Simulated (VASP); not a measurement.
Set up this calculation in VASP 6.6.1, as the native input.

```yaml
Task: single point
Functional: LDA
Potentials_or_basis: VASP PAW LDA potentials, release 64 (Ag, I)
Cutoff: 500 eV
k_mesh: 9 × 9 × 4
Occupations: gaussian, width 0.02 eV
Spin: no spin polarisation
Dipole_correction: no
Further_INCAR_settings: ALGO = Normal; EDIFF = 1e-06; NBANDS = 26
```

The structure of AgI (Iodargyrite) lies in POSCAR:

```
AgI
1.0
    4.4857357066      0.0000000000      0.0000000000
   -2.2428678533      3.8847610766      0.0000000000
    0.0000000000      0.0000000000      7.3408067036
Ag I
2 2
Direct
    0.6666666667      0.3333333333      0.6276904692
    0.3333333333      0.6666666667      0.1276904692
    0.6666666667      0.3333333333      0.0023095308
    0.3333333333      0.6666666667      0.5023095308
```

One way to write it, as run:

INCAR

```
PREC = Accurate
ENCUT = 500
EDIFF = 1E-6
ISMEAR = 0
SIGMA = 0.02
LREAL = F
LASPH = T
NELM = 120
ALGO = Normal
ISIF = 2
LWAVE = F
LCHARG = T
GGA = CA
LELF = T
LVHAR = T
NBANDS = 26
GGA_COMPAT = F
```

KPOINTS

```
regular mesh
0
Gamma
  9 9 4
```

Potentials or basis: VASP PAW LDA potentials, release 64 (Ag, I).

Command:

```sh
$ cat potpaw_LDA.64/Ag/POTCAR potpaw_LDA.64/I/POTCAR > POTCAR
$ mpirun -np 1 vasp_std > vasp.out
```

Results of the run:

```
Pressure               : 0.0 GPa
Band gap on the k mesh : 1.13 eV, direct
```

Caveat: spin-orbit coupling is left out, which moves the levels of the heavy elements.

It took 79 s on 1 thread of Intel(R) Xeon(R) Platinum 8259CL CPU @ 2.50GHz (Skylake/Cascade Lake) (shared host), peak memory 0.27 GiB.
